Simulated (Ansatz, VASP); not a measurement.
Two plane-wave programs on C

```
C
1.0
     2.45801    0.00000    0.00000
    -1.22900    2.12870    0.00000
     0.00000    0.00000    6.58006
C
4
Direct
  0.00000 0.00000 0.00250
  0.00000 0.00000 0.50250
  0.33333 0.66667 0.00250
  0.66667 0.33333 0.50250
```

Alike in both runs: task single point; functional PBEsol; dispersion D3(BJ); k mesh 21 × 21 × 8; occupations gaussian, width 0.15 eV; no spin polarisation.

|  | VASP | Ansatz |
| --- | --- | --- |
| version | VASP 6.6.1 | Ansatz 0.2.0 |
| potentials or method | VASP PAW PBE potentials, release 64 (C), cutoff 520 eV | scalar-relativistic, plane waves, PAW |
| valence electrons in the cell | 16 | 16 |

|  | VASP | Ansatz | Ansatz less VASP |
| --- | --- | --- | --- |
| gap on the k mesh at the Fermi level (eV) | none | none | - |
| pressure (GPa) | 0.8 | 0.0 | -0.74 |
| traceless stress, the component that is largest in VASP (GPa) | -0.89 | -0.05 | +0.839 |

VASP's potentials were made for PBE, not for PBEsol, and Ansatz warns of the same on its side. A gap of «none» marks a metal or a gap that the smearing closes. Ansatz's warnings: structure snapped to symmetry.
